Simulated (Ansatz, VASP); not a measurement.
## Ta2C in VASP and in Ansatz

```
CELL_PARAMETERS angstrom
5.37225 0.00000 0.00000
-2.68612 4.65250 0.00000
0.00000 0.00000 4.89208
ATOMIC_POSITIONS crystal
Ta 0.66279 0.66279 0.75178
Ta 0.00000 0.33721 0.75178
Ta 0.33721 0.00000 0.75178
Ta 0.33721 0.33721 0.24822
Ta 0.00000 0.66279 0.24822
Ta 0.66279 0.00000 0.24822
C 0.66667 0.33333 0.50000
C 0.33333 0.66667 0.50000
C 0.00000 0.00000 0.00000
```

Alike in both runs: functional PBEsol; k mesh 12 × 12 × 8; occupations gaussian, width 0.1 eV; no spin polarisation.

Ansatz relaxed the structure, and its values are those at the end. VASP's run is a single point on that final structure, the one shown.

```csv
,VASP,Ansatz
version,VASP 6.6.1,Ansatz 0.2.0
potentials or method,"VASP PAW PBE potentials, release 64 (Ta_pv, C), cutoff 520 eV","scalar-relativistic, plane waves, PAW"
valence electrons in the cell,78,90
```

VASP gave:

* gap on the k mesh at the Fermi level (eV): none
* pressure (GPa): 0.6
* rms of the force components (eV/Å): 0.007

Estimate Ansatz's values.

gap on the k mesh at the Fermi level (eV): none; pressure (GPa): 0.0; rms of the force components (eV/Å): 0.001.

VASP's potentials were made for PBE, not for PBEsol. A gap of «none» marks a metal or a gap that the smearing closes. VASP's potentials hold 78 valence electrons a cell and Ansatz's 90, so a difference there can come from the potentials and not from the codes.

Neither program's run includes spin-orbit coupling.
